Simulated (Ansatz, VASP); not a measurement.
## CuAu3 in VASP and in Ansatz

```
Cu Au
1.0
     3.99322    0.00000    0.00000
     0.00000    3.99322    0.00000
     0.00000    0.00000    3.99322
Cu Au
1 3
Cartesian
  0.0000 0.0000 0.0000
  0.0000 1.9966 1.9966
  1.9966 0.0000 1.9966
  1.9966 1.9966 0.0000
```

Change from the starting cell: volume scaled by 1.01, PAW files.

Alike in both runs: task electric field gradients; functional LDA; k mesh 9 × 9 × 9; occupations fermi-dirac, width 0.05 eV; no spin polarisation.

```csv
,VASP,Ansatz
version,VASP 6.6.1,Ansatz 0.2.0
potentials or method,"VASP PAW LDA potentials, release 64 (Cu, Au)","PAW with Ansatz's default frozen-core files, scalar-relativistic"
plane-wave cutoff (eV),520,420
valence electrons in the cell,44,76
```

```tsv
	VASP	Ansatz	Ansatz less VASP
pressure (GPa)	-6.7	-7.2	-0.49
size of Vzz on the site where it differs most (V/Å²)	73.7	46.3	-27.46
```

LDA's correlation is that of Perdew and Zunger in VASP and of Perdew and Wang (1992) in Ansatz. VASP's potentials hold 44 valence electrons a cell and Ansatz's 76, so a difference there can come from the potentials and not from the codes.

Spin-orbit coupling is off throughout.
